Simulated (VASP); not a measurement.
A run of VASP 6.6.1 is set up as follows.

File INCAR:

```
SYSTEM = Cs2BN2
  PREC = Accurate
  ENCUT = 600
  EDIFF = 1E-7
  ISMEAR = 0
  SIGMA = 0.1
  LREAL = .FALSE.
  LASPH = .TRUE.
  NELM = 200
  ALGO = Normal
  ISIF = 3
  LWAVE = .FALSE.
  LCHARG = .FALSE.
  ISPIN = 2
  MAGMOM = 0 0 0 0.26 0.26
  LORBIT = 11
  GGA = PE
  IBRION = 2
  NSW = 100
  EDIFFG = -0.01
  GGA_COMPAT = .FALSE.
  NELMIN = 4
  KPAR = 4
```

KPOINTS

```
regular mesh
0
G
  10 10 4
  0 0 0
```

POSCAR

```
Cs2BN2
1.0
    4.3004892441      0.0000000000      0.0000000000
    0.0000000000      4.3004892441      0.0000000000
    0.0000000000      0.0000000000      8.7295458813
Cs B N
2 1 2
Direct
    0.0000000000      0.0000000000      0.7311667469
    0.0000000000      0.0000000000      0.2688332531
    0.5000000000      0.5000000000      0.5000000000
    0.5000000000      0.5000000000      0.3454149575
    0.5000000000      0.5000000000      0.6545850425
```

Potentials or basis: VASP PAW PBE potentials, release 64 (Cs_sv, B, N).

Run with:

```bash
$ cat potpaw_PBE.64/Cs_sv/POTCAR potpaw_PBE.64/B/POTCAR potpaw_PBE.64/N/POTCAR > POTCAR
$ mpirun -np 4 vasp_std > vasp.out
```

Task: Estimate the relaxed cell.

Result: a = 4.306 Å, b = 4.306 Å, c = 9.427 Å, α = 90.00°, β = 90.00°, γ = 90.00°.

Task: Estimate the site moments.

Result: Cs +0.02; B -0.06; N +0.35 μB.

Step by step:
| step | energy change (eV) | largest force (eV/Å) | pressure (GPa) | volume (Å³) |
| --- | --- | --- | --- | --- |
| 1 | 0.0000 | 0.0102 | 0.00 | 161.45 |
| 2 | 0.0000 | 0.0737 | -0.05 | 161.45 |
| 3 | 0.0000 | 0.0356 | -0.03 | 161.45 |
| 4 | -0.0001 | 0.0310 | -0.01 | 161.39 |
| 5 | -0.0002 | 0.0158 | 0.03 | 161.23 |
| 6 | -0.0001 | 0.0145 | 0.12 | 160.90 |
| 7 | -0.0002 | 0.0068 | 0.06 | 161.13 |
| 8 | -0.0003 | 0.0190 | 0.05 | 161.26 |
| 9 | -0.0005 | 0.0547 | 0.01 | 161.65 |
| 10 | -0.0005 | 0.1234 | -0.05 | 162.42 |
| 11 | -0.0005 | 0.0834 | -0.02 | 161.98 |
| 12 | -0.0005 | 0.0811 | -0.01 | 162.00 |
| 13 | -0.0006 | 0.0739 | -0.01 | 162.08 |
| 14 | -0.0007 | 0.0595 | 0.00 | 162.22 |
| 15 | -0.0008 | 0.0297 | 0.02 | 162.51 |
| 16 | -0.0009 | 0.0313 | 0.06 | 163.09 |
| 17 | -0.0009 | 0.0261 | 0.05 | 163.01 |
| 18 | -0.0009 | 0.0236 | 0.04 | 162.76 |
| 19 | -0.0009 | 0.0264 | 0.05 | 162.94 |
| 20 | -0.0009 | 0.0264 | 0.05 | 162.97 |
| 21 | -0.0009 | 0.0270 | 0.05 | 163.06 |
| 22 | -0.0010 | 0.0289 | 0.03 | 163.30 |
| 23 | -0.0011 | 0.0322 | 0.00 | 163.80 |
| 24 | -0.0011 | 0.0392 | -0.07 | 164.79 |
| 25 | -0.0011 | 0.0393 | -0.07 | 164.89 |
| 26 | -0.0012 | 0.0408 | -0.06 | 165.19 |
| 27 | -0.0013 | 0.0440 | -0.04 | 165.79 |
| 28 | -0.0013 | 0.0434 | -0.04 | 165.88 |
| 29 | -0.0014 | 0.0421 | -0.05 | 166.15 |
| 30 | -0.0017 | 0.0393 | -0.05 | 166.69 |
| 31 | -0.0021 | 0.0337 | -0.07 | 167.77 |
| 32 | -0.0028 | 0.0431 | -0.09 | 169.95 |
| 33 | -0.0032 | 0.0812 | -0.09 | 174.31 |
| 34 | -0.0033 | 0.0206 | -0.03 | 174.72 |
| 35 | -0.0033 | 0.0083 | -0.02 | 174.80 |
